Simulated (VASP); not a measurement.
The system is Os2F.

```
Os F
1.0
     1.54413    0.89151    4.66368
    -1.54413    0.89151    4.66368
     0.00000   -1.78301    4.66368
Os F
2 1
Direct
  0.75000 0.75000 0.75000
  0.25000 0.25000 0.25000
  0.00000 0.00000 0.00000
```

```yaml
Program: VASP 6.6.1
Task: relaxation of cell and atoms
Functional: PBE
Potentials_or_basis: VASP PAW PBE potentials, release 64 (Os, F)
Cutoff: 600 eV
k_mesh: 6 × 6 × 6
Occupations: gaussian, width 0.1 eV
Spin: no spin polarisation
```

At the start: pressure 24.8 GPa; volume 12.84 Å³/atom.

**Question.** Where does the relaxation end?

**Answer.** Over 19 steps the energy falls by 1533.5 meV/atom and the volume is 17.70 Å³/atom (+37.8 %); space group R-3m (No. 166, to 0.05 Å).

The path:
```tsv
step	energy change (eV)	largest force (eV/Å)	pressure (GPa)	volume (Å³)
1	0.0000	6.8618	24.81	38.52
2	-2.4949	4.4597	-26.01	50.69
3	-2.5794	4.7573	-26.42	51.99
4	-4.0704	3.5233	30.19	46.53
5	-4.3456	1.0313	7.64	47.88
6	-4.3532	0.7136	9.89	47.73
7	-4.3540	0.5298	11.11	47.64
8	-4.3543	3.6953	15.27	50.47
9	-4.4700	1.2645	13.18	49.16
10	-4.4970	0.6727	-8.30	55.79
11	-4.5907	0.1657	0.50	52.53
12	-4.5907	0.1848	0.73	52.46
13	-4.5966	0.1875	0.15	52.51
14	-4.5966	0.2428	0.08	52.51
15	-4.5988	0.0687	0.74	52.56
16	-4.5991	0.0105	0.98	52.58
17	-4.6004	0.0533	0.10	52.99
18	-4.6005	0.0613	-0.01	53.05
19	-4.6006	0.0205	0.07	53.09
```

Final structure:
```yaml
crystal:
  lattice:
    - [1.74988, 1.01029, 5.00511]
    - [-1.74988, 1.01029, 5.00511]
    - [0.00000, -2.02059, 5.00511]
  atoms:
    - { symbol: Os, position: [0.79562, 0.79562, 0.79562] }
    - { symbol: Os, position: [0.20438, 0.20438, 0.20438] }
    - { symbol: F, position: [0.00000, 0.00000, 0.00000] }
```

Caveat: the k points lie up to 0.35 Å⁻¹ apart in the final cell; the volume moved by over 15 % at a fixed basis, so the end points are rough; an odd number of electrons without spin polarisation forces a metal; a magnetic or distorted state may lie lower.
